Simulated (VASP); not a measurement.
**Co: relaxation of cell and atoms with PBEsol**

The system is Co.

```
Co
1.0
     4.44633    0.00000    0.00000
     0.00000    4.44633    0.00000
     0.00000    0.00000    4.44633
Co
8
Direct
  0.50000 0.50000 0.50000
  0.00000 0.00000 0.00000
  0.25000 0.00000 0.50000
  0.50000 0.25000 0.00000
  0.50000 0.75000 0.00000
  0.75000 0.00000 0.50000
  0.00000 0.50000 0.75000
  0.00000 0.50000 0.25000
```

- Program: VASP 6.6.1
- Task: relaxation of cell and atoms
- Functional: PBEsol
- Potentials or basis: VASP PAW PBE potentials, release 64 (Co)
- Cutoff: 600 eV
- k mesh: 4 × 4 × 4
- Occupations: gaussian, width 0.1 eV
- Spin: collinear spin, ferromagnetic start
- Starting moments: [1.84, 1.84, 1.95, 1.95, 1.95, 1.95, 1.95, 1.95] μB
- Dipole correction: no
- Further INCAR settings: ALGO = Normal; EDIFF = 1e-06; IBRION = 2; EDIFFG = -0.04; NSW = 90; ISIF = 3

```
Relaxed volume                                        : 10.60 Å³/atom
Relaxed cell                                          : a = 4.393 Å, b = 4.393 Å, c = 4.393 Å, α = 90.00°, β = 90.00°, γ = 90.00°
Space group after relaxing (to 0.05 Å)                : Pm-3n (No. 223)
Energy gained by relaxing                             : 10.1 meV/atom
Ionic steps                                           : 3
Pressure after relaxing                               : 0.0 GPa
Net moment                                            : 13.38 μB per cell
Site moments                                          : Co +1.60, +1.71 μB
Valence electrons inside the program's atomic spheres : Co 8.36, 8.34
```

Step by step:
```
step  energy change (eV)  largest force (eV/Å)  pressure (GPa)  volume (Å³)
   1              0.0000                0.0000           -7.90        87.90
   2              0.0385                0.0000           11.12        81.19
   3             -0.0806                0.0000            0.05        84.78
```

Final structure:
```cif
data_structure
_symmetry_space_group_name_H-M 'P 1'
_symmetry_Int_Tables_number 1
_cell_length_a 4.3930
_cell_length_b 4.3930
_cell_length_c 4.3930
_cell_angle_alpha 90.000
_cell_angle_beta 90.000
_cell_angle_gamma 90.000
_cell_volume 84.78
loop_
_atom_site_label
_atom_site_type_symbol
_atom_site_fract_x
_atom_site_fract_y
_atom_site_fract_z
_atom_site_occupancy
Co1 Co 0.50000 0.50000 0.50000 1
Co2 Co 0.00000 0.00000 0.00000 1
Co3 Co 0.25000 0.00000 0.50000 1
Co4 Co 0.50000 0.25000 0.00000 1
Co5 Co 0.50000 0.75000 0.00000 1
Co6 Co 0.75000 0.00000 0.50000 1
Co7 Co 0.00000 0.50000 0.75000 1
Co8 Co 0.00000 0.50000 0.25000 1
```

Levels at points of the mesh, in eV from the Fermi level:
Spin up:
```tsv
k point	band 38	band 39	band 40	band 41	band 42	band 43	band 44	band 45	band 46	band 47
(0.00, 0.00, 0.00)	-1.08	-0.87	-0.87	-0.87	1.05	1.05	1.05	2.78	2.78	3.11
(0.50, 0.00, 0.00)	-1.20	-0.91	-0.91	-0.43	-0.43	1.80	1.80	2.47	2.47	4.52
(0.50, 0.50, 0.00)	-1.05	-0.98	-0.98	-0.80	-0.63	-0.63	-0.32	2.20	3.97	3.97
(0.50, 0.50, 0.50)	-1.11	-1.11	-1.11	0.04	0.04	0.04	0.04	0.04	0.04	0.22
```
Spin down:
```csv
k point,band 28,band 29,band 30,band 31,band 32,band 33
"(0.00, 0.00, 0.00)",-0.09,-0.07,-0.07,-0.07,0.08,0.08
"(0.50, 0.00, 0.00)",-0.43,-0.25,-0.25,0.19,0.19,0.50
"(0.50, 0.50, 0.00)",-0.37,-0.02,0.20,0.21,0.31,0.31
"(0.50, 0.50, 0.50)",-0.21,-0.21,-0.21,0.60,0.60,0.60
```

It took 2.6 min on 1 thread of Intel(R) Xeon(R) 6975P-C (Granite Rapids), on a shared host, peak memory 0.27 GiB.

Caveat: the PAW data sets were made with another functional, which shifts forces and pressure a little.
